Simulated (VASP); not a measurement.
Runs of VASP 6.6.1 on WSe2. The structure is that of space group P6_3/mmc (No. 194), or close to it. The cells are those of the table. 

| cell | gap on the mesh (eV) | pressure (GPa) | largest force (eV/Å) |
| --- | --- | --- | --- |
| a = 3.312, b = 3.312, c = 12.789 Å, angles 90.0, 90.0, 120.0°, 6 atoms | 0.88 | (b) | 0.16 |
| a = 3.410, b = 3.410, c = 12.789 Å, angles 90.0, 90.0, 120.0°, 6 atoms | 0.88 | -8.6 | 0.70 |
| a = 3.394, b = 3.394, c = 12.789 Å, angles 90.0, 90.0, 120.0°, 6 atoms | 0.88 | -7.7 | 0.62 |
| a = 3.181, b = 3.181, c = 12.789 Å, angles 90.0, 90.0, 120.0°, 6 atoms | (a) | 9.8 | 0.76 |
| a = 3.148, b = 3.148, c = 12.789 Å, angles 90.0, 90.0, 120.0°, 6 atoms | 0.97 | 13.6 | 1.03 |

Alike in all rows: task single point; level PBE+D3(BJ); potentials or basis VASP PAW PBE potentials, release 64 (W_sv, Se); no spin polarisation; k mesh 12 × 12 × 2; cutoff (eV) 520; smearing gaussian 0.05 eV.

Fill in the values left out.

(a) 0.94; (b) -2.3.

Caveats: spin-orbit coupling is left out, which moves the levels of the heavy elements; the cell stands under tension (at least some runs); the cell stands under pressure (at least some runs); forces of over 1 eV/Å act on the atoms, so gaps and moduli don't describe the material at rest (at least some runs).

A k mesh can miss the band edges, and the runs leave out spin-orbit coupling on Se, W.
